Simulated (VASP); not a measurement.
# Mo (P6/mmm) in VASP: a series of runs

The runs below take Mo through single point, with r2SCAN.

All numbers are computed with VASP 6.6.1; they aren't measurements. Logs are shortened: lines on timing, memory, paths and dates and some standing lists are left out, and cuts for length are marked.

## 1. The cell of the first run

The structure is hexagonal, space group P6/mmm (No. 191). Conventional cell: a = 4.592 Å, b = 4.592 Å, c = 2.513 Å, α = 90.00°, β = 90.00°, γ = 120.00°. Mo (site symmetry 6/mmm) has 14 Mo at 2.51 to 2.93 Å within 3.3 Å. Within 3.3 Å of Mo (site symmetry -6m2) lie 11 Mo at 2.51 to 2.93 Å.

This isn't the form of Mo at room conditions, which is bcc.

## 2. Single point, r2SCAN (15.30 Å³/atom)

POSCAR reads:

```
Mo
1.0
    4.5921918889      0.0000000000      0.0000000000
   -2.2960959445      3.9769548349      0.0000000000
    0.0000000000      0.0000000000      2.5131310432
Mo
3
Direct
    0.0000000000      1.0000000000      1.0000000000
    0.3333333333      0.6666666667      0.5000000000
    0.6666666667      0.3333333333      0.5000000000
```

INCAR.step1 reads:

```
ALGO = Normal
EDIFF = 1E-4
ENCUT = 520
GGA = PE
ISMEAR = -1
LASPH = T
LCHARG = F
LREAL = F
LWAVE = T
NBANDS = 28
NELM = 100
PREC = Accurate
SIGMA = 0.1
```

INCAR.step2 reads:

```
ALGO = Normal
EDIFF = 1E-7
ENCUT = 520
ISIF = 2
ISMEAR = -1
ISTART = 1
LASPH = T
LCHARG = F
LMIXTAU = T
LREAL = F
LWAVE = F
METAGGA = R2SCAN
NBANDS = 28
NELM = 100
PREC = Accurate
SIGMA = 0.1
```

KPOINTS reads:

```
k-points
0
Gamma
  9 9 14
```

Potentials or basis: VASP PAW PBE potentials, release 64 (Mo_sv).

On the command line:

```console
$ cat potpaw_PBE.64/Mo_sv/POTCAR > POTCAR
$ cp INCAR.step1 INCAR
$ mpirun -np 1 vasp_std > vasp.out
$ cp INCAR.step2 INCAR
$ mpirun -np 1 vasp_std > vasp.out
```

OUTCAR:

```text
EDIFF = 1E-7
   ENCUT = 520
   ISIF = 2
   ISMEAR = -1
   ISTART = 1
   LASPH = T
   LREAL = F
   METAGGA = R2SCAN
   NELM = 100
   PREC = Accurate

 ion  position               nearest neighbor table
   1  0.000  0.000  0.000-   2 2.93   3 2.93   2 2.93   3 2.93   3 2.93   3 2.93   2 2.93   2 2.93
                             3 2.93   3 2.93   2 2.93   2 2.93
   2  0.333  0.667  0.500-   3 2.65   3 2.65   3 2.65   1 2.93   1 2.93   1 2.93   1 2.93   1 2.93
                             1 2.93
   3  0.667  0.333  0.500-   2 2.65   2 2.65   2 2.65   1 2.93   1 2.93   1 2.93   1 2.93   1 2.93
                             1 2.93

  LATTYP: Found a hexagonal cell.
 ALAT       =     4.5921918889
 C/A-ratio  =     0.5472617661

  Lattice vectors:

 A1 = (   4.5921918889,   0.0000000000,   0.0000000000)
 A2 = (  -2.2960959445,   3.9769548349,   0.0000000000)
 A3 = (   0.0000000000,   0.0000000000,   2.5131310432)

Analysis of symmetry for initial positions (statically):
=====================================================================
 Subroutine PRICEL returns:
 Original cell was already a primitive cell.

 Routine SETGRP: Setting up the symmetry group for a
 hexagonal supercell.

 Subroutine GETGRP returns: Found 24 space group operations
 (whereof 24 operations were pure point group operations)
 out of a pool of 24 trial point group operations.

The static configuration has the point symmetry D_6h.

Analysis of symmetry for dynamics (positions and initial velocities):
=====================================================================
 Subroutine PRICEL returns:
 Original cell was already a primitive cell.

 Routine SETGRP: Setting up the symmetry group for a
 hexagonal supercell.

 Subroutine GETGRP returns: Found 24 space group operations
 (whereof 24 operations were pure point group operations)
 out of a pool of 24 trial point group operations.

The dynamic configuration has the point symmetry D_6h.

 Subroutine INISYM returns: Found 24 space group operations
 (whereof 24 operations are pure point group operations),
 and found     1 'primitive' translations

----------------------------------------------------------------------------------------

                                     Primitive cell

  volume of cell :      45.8972

  direct lattice vectors                    reciprocal lattice vectors
     4.592191889  0.000000000  0.000000000     0.217760935  0.125724335  0.000000000
    -2.296095945  3.976954835  0.000000000     0.000000000  0.251448669  0.000000000
     0.000000000  0.000000000  2.513131043     0.000000000  0.000000000  0.397910011

  length of vectors
     4.592191889  4.592191889  2.513131043     0.251448669  0.251448669  0.397910011

  position of ions in fractional coordinates (direct lattice)
     0.000000000  0.000000000  0.000000000
     0.333333333  0.666666667  0.500000000
     0.666666667  0.333333333  0.500000000

  ion indices of the primitive-cell ions
   primitive index   ion index
                 1           1
                 2           2
                 3           3

----------------------------------------------------------------------------------------

 KPOINTS: k-points

Automatic generation of k-mesh.
 Grid dimensions read from file:
 generate k-points for:    9    9   14

 Generating k-lattice:

  Cartesian coordinates                     Fractional coordinates (reciprocal lattice)
     0.024195659  0.013969371  0.000000000     0.111111111  0.000000000  0.000000000
     0.000000000  0.027938741  0.000000000     0.000000000  0.111111111  0.000000000
     0.000000000  0.000000000  0.028422144     0.000000000  0.000000000  0.071428571

  Length of vectors
     0.027938741  0.027938741  0.028422144

  Shift w.r.t. Gamma in fractional coordinates (k-lattice)
     0.000000000  0.000000000  0.000000000

 Subroutine IBZKPT returns following result:
 ===========================================

 Found     96 irreducible k-points:

 Following reciprocal coordinates:
            Coordinates               Weight
  0.000000  0.000000  0.000000      1.000000
  0.111111  0.000000  0.000000      6.000000
  0.222222  0.000000  0.000000      6.000000
  0.333333 -0.000000  0.000000      6.000000
  0.444444  0.000000  0.000000      6.000000
  0.111111  0.111111  0.000000      6.000000
[... 16 lines left out ...]
  0.333333  0.222222  0.071429     24.000000
  0.333333  0.333333  0.071429      4.000000
 [... further k-points ...]
   k-points           NKPTS =     96   k-points in BZ     NKDIM =     96   number of bands    NBANDS=     28
   number of dos      NEDOS =    301   number of ions     NIONS =      3
   total plane-waves  NPLWV =  25920
   dimension x,y,z NGX =    36 NGY =   36 NGZ =   20
   dimension x,y,z NGXF=    72 NGYF=   72 NGZF=   40
   ions per type =               3
   NGX,Y,Z   is equivalent  to a cutoff of  13.03, 13.03, 13.23 a.u.
   NGXF,Y,Z  is equivalent  to a cutoff of  26.07, 26.07, 26.46 a.u.
 SYSTEM =  unknown system
   PREC   = accura    normal or accurate (medium, high low for compatibility)
   ISTART =      1    job   : 0-new  1-cont  2-samecut
   ICHARG =      0    charge: 1-file 2-atom 10-const
   ISPIN  =      1    spin polarized calculation?
   LNONCOLLINEAR =      F non collinear calculations
   LSORBIT =      F    spin-orbit coupling
   LASPH  =      T    aspherical Exc in radial PAW
   ENCUT  =  520.0 eV  38.22 Ry    6.18 a.u.   8.54  8.54  4.67*2*pi/ulx,y,z
   NELM   =    100;   NELMIN=  2; NELMDL=  0     # of ELM steps
   EDIFF  = 0.1E-06   stopping-criterion for ELM
   LREAL  =      F    real-space projection
   EDIFFG = 0.1E-05   stopping-criterion for IOM
   NSW    =      0    number of steps for IOM
   IBRION =     -1    ionic relax: 0-MD 1-quasi-New 2-CG
   NFREE  =      0    steps in history (QN), initial steepest desc. (CG)
   ISIF   =      2    stress and relaxation
   ISYM   =      2    0-nonsym 1-usesym 2-fastsym
   POTIM  = 0.5000    time-step for ionic-motion
   TEBEG  =    0.0;   TEEND  =   0.0 temperature during run
   PSTRESS=    0.0 pullay stress
   NELECT =      42.0000    total number of electrons
   NUPDOWN=      -1.0000    fix difference up-down
   EMIN   =  10.00;   EMAX   =-10.00  energy-range for DOS
   EFERMI =   0.00;   METHOD = LEGACY
   ISMEAR =    -1;   SIGMA  =   0.10  broadening in eV -4-tet -1-fermi 0-gaus
   EFERMI_NEDOS =   21; number of points for ismear=-14 and -15
   IALGO  =     38    algorithm
   IMIX   =      4    mixing-type and parameters
     AMIX     =   0.40;   BMIX     =  1.00
     AMIX_MAG =   1.60;   BMIX_MAG =  1.00
  volume/ion in A,a.u.               =      15.30       103.24
  Fermi-wavevector in a.u.,A,eV,Ry     =   1.589386  3.003504 34.370318  2.526147
  Thomas-Fermi vector in A             =   2.688243
   LORBIT       =      0    0 simple, 1 ext, 2 COOP (PROOUT), +10 PAW based schemes
   METAGGA = R2SCAN    functional components
   LHFCALC =     F    Hartree Fock is set to
   AEXX    =    0.0000 exact exchange contribution
   IVDW    =     0    specifies the selected vdW correction
   LEPSILON=     F    determine dielectric tensor
   LRPA    =     F    only Hartree local field effects (RPA)
 non-spin polarized calculation
  energy-cutoff  :      520.00
  volume of cell :       45.90
 maximum number of plane-waves:      1275
 NGX is ok and might be reduce to    36
   NGX = 17   NGY = 17   NGZ =  9

 number of electron      42.0000003 magnetization

 Free energy of the ion-electron system (eV)
  ---------------------------------------------------
  ext. energy  EPLUGINS =         0.00000000
  ---------------------------------------------------
  free energy    TOTEN  =       -76.88381635 eV

  energy without entropy =      -76.76981747  energy(sigma->0) =      -76.82681691

 E-fermi :  12.7419     XC(G=0): -14.7291

 val. band max:       12.7164294579   @ k =   0.4444   0.0000   0.2143
 cond. band min:      12.7467161446   @ k =   0.2222   0.1111   0.2857
 fundamental gap:      0.0302866866
 Fermi energy:        12.7418795143

 k-point     1 :       0.0000    0.0000    0.0000
  band No.  band energies     occupation
      1     -50.2923      2.00000
      2     -50.0478      2.00000
      3     -49.8663      2.00000
      4     -23.8214      2.00000
      5     -23.8214      2.00000
      6     -23.7335      2.00000
[... 20 lines left out ...]
     27      17.5354      0.00000
     28      17.5354      0.00000

 k-point     2 :       0.1111    0.0000    0.0000
  band No.  band energies     occupation
      1     -50.2844      2.00000
      2     -50.0489      2.00000
      3     -49.8735      2.00000
      4     -23.9368      2.00000
      5     -23.9084      2.00000
      6     -23.6066      2.00000
[... 20 lines left out ...]
     27      17.3163      0.00000
     28      17.5002      0.00000

 k-point     3 :       0.2222    0.0000    0.0000
  band No.  band energies     occupation
      1     -50.2635      2.00000
      2     -50.0508      2.00000
      3     -49.8937      2.00000
      4     -24.0624      2.00000
      5     -23.9432      2.00000
      6     -23.4483      2.00000
[... 20 lines left out ...]
     27      16.7568      0.00000
     28      17.3926      0.00000

 k-point     4 :       0.3333   -0.0000    0.0000
  band No.  band energies     occupation
      1     -50.2376      2.00000
      2     -50.0499      2.00000
      3     -49.9218      2.00000
      4     -24.1539      2.00000
      5     -23.8803      2.00000
      6     -23.3303      2.00000
[... 578 lines left out ...]
     27      16.3718      0.00000
     28      16.8479      0.00000

 k-point    23 :       0.3333    0.2222    0.0714
  band No.  band energies     occupation
      1     -50.1997      2.00000
      2     -50.0129      2.00000
      3     -49.9541      2.00000
      4     -24.0356      2.00000
      5     -23.8383      2.00000
      6     -23.6314      2.00000
[... 20 lines left out ...]
     27      16.4257      0.00000
     28      16.7003      0.00000

 k-point    24 :       0.3333    0.3333    0.0714
  band No.  band energies     occupation
      1     -50.1964      2.00000
      2     -49.9853      2.00000
      3     -49.9853      2.00000
      4     -23.9291      2.00000
      5     -23.8105      2.00000
      6     -23.8105      2.00000
[... 20 lines left out ...]
     27      16.0528      0.00000
     28      16.7474      0.00000

 [... further k-points ...]

------------------------ aborting loop because EDIFF is reached ----------------------------------------

  FORCE on cell =-STRESS in cart. coord.  units (eV):
  Direction    XX          YY          ZZ          XY          YZ          ZX
  --------------------------------------------------------------------------------------
  -------------------------------------------------------------------------------------
  Total        3.5520722      3.5520722      3.5888855     -0.0000000      0.0000000     -0.0000000
  in kB      123.9956767    123.9956767    125.2807559     -0.0000000      0.0000000     -0.0000000
  external PRESSURE =     124.4240364 kB  Pullay stress =       0.0000000 kB

 VOLUME and BASIS-vectors are now :
 -----------------------------------------------------------------------------
  energy-cutoff  :      520.00
  volume of cell :       45.90
      direct lattice vectors                 reciprocal lattice vectors
     4.592191889  0.000000000  0.000000000     0.217760935  0.125724335  0.000000000
    -2.296095945  3.976954835  0.000000000     0.000000000  0.251448669  0.000000000
     0.000000000  0.000000000  2.513131043     0.000000000  0.000000000  0.397910011

 POSITION                                       TOTAL-FORCE (eV/Angst)
 -----------------------------------------------------------------------------------
      0.00000      0.00000      0.00000        -0.000000      0.000000      0.000000
     -0.00000      2.65130      1.25657        -0.000000      0.000000      0.000000
      2.29610      1.32565      1.25657         0.000000      0.000000      0.000000
 -----------------------------------------------------------------------------------
    total drift:                                0.000000      0.000000     -0.000000

  FREE ENERGIE OF THE ION-ELECTRON SYSTEM (eV)
  ---------------------------------------------------
  free  energy   TOTEN  =       -76.8838163505 eV

  energy  without entropy=      -76.7698174654  energy(sigma->0) =      -76.82681691
```

It took 4 min on 1 thread of Intel Xeon Platinum 8488C (Sapphire Rapids), shared host; peak memory 0.22 GiB.

What came out:

* Free energy: -76.8838 eV
* Pressure: 12.4 GPa
* Band gap on the k mesh: zero (bands 21 and 22 overlap by 1.63 eV)

Caveat: the cell stands under pressure; the PAW data sets were made with another functional, which shifts forces and pressure a little.

## 3. Single point, r2SCAN (15.94 Å³/atom)

This run uses another cell than the first one, of 15.94 Å³/atom.

POSCAR reads:

```
Mo
1.0
    4.6551064452      0.0000000000      0.0000000000
   -2.3275532226      4.0314404388      0.0000000000
    0.0000000000      0.0000000000      2.5475617743
Mo
3
Direct
    0.0000000000      1.0000000000      1.0000000000
    0.3333333333      0.6666666667      0.5000000000
    0.6666666667      0.3333333333      0.5000000000
```

INCAR.step1 reads:

```
ALGO     = Normal         # electronic algorithm
EDIFF    = 1E-4           # SCF threshold, eV
ENCUT    = 520            # plane-wave cutoff, eV
GGA      = PE             # functional
ISMEAR   = -1             # smearing method
LASPH    = T              # aspherical terms in the spheres
LCHARG   = F              # write CHGCAR
LREAL    = F              # projectors in reciprocal space
LWAVE    = T              # write WAVECAR
NBANDS   = 28             # bands
NELM     = 80             # most SCF steps
PREC     = Accurate       # precision mode
SIGMA    = 0.1            # smearing width, eV
```

INCAR.step2 reads:

```
ALGO     = Normal         # electronic algorithm
EDIFF    = 1E-6           # SCF threshold, eV
ENCUT    = 520            # plane-wave cutoff, eV
ISIF     = 2              # what is computed and relaxed
ISMEAR   = -1             # smearing method
ISTART   = 1            
LASPH    = T              # aspherical terms in the spheres
LCHARG   = F              # write CHGCAR
LMIXTAU  = T            
LREAL    = F              # projectors in reciprocal space
LWAVE    = F              # write WAVECAR
METAGGA  = R2SCAN         # meta-GGA
NBANDS   = 28             # bands
NELM     = 80             # most SCF steps
PREC     = Accurate       # precision mode
SIGMA    = 0.1            # smearing width, eV
```

KPOINTS is that of step 2.

Potentials or basis: VASP PAW PBE potentials, release 64 (Mo_sv).

On the command line:

```console
$ cat potpaw_PBE.64/Mo_sv/POTCAR > POTCAR
$ cp INCAR.step1 INCAR
$ mpirun -np 1 vasp_std > vasp.out
$ cp INCAR.step2 INCAR
$ mpirun -np 1 vasp_std > vasp.out
```

Run time: 3.7 min. Hardware: 1 thread of Intel Xeon Platinum 8488C (Sapphire Rapids), shared host; peak memory 0.23 GiB.

It converged, with:

* Free energy: -76.9630 eV
* Pressure: 1.1 GPa
* Band gap on the k mesh: zero (bands 21 and 22 overlap by 1.51 eV)

Stress tensor (GPa, compression positive):
```
1.52 0.00 0.00
0.00 1.52 0.00
0.00 0.00 0.38
```

Levels at points of the mesh, in eV from the Fermi level:
```tsv
k point	band 18	band 19	band 20	band 21	band 22	band 23	band 24	band 25
(0.00, 0.00, 0.00)	-2.36	-2.31	-2.31	-0.56	-0.56	1.95	1.95	2.04
(0.00, 0.00, 0.50)	-1.61	-1.22	-1.22	0.11	0.11	2.55	2.55	3.25
```

Caveat: the PAW data sets were made with another functional, which shifts forces and pressure a little.

The gap in the log of VASP goes by the Fermi energy; the results here count the filled bands.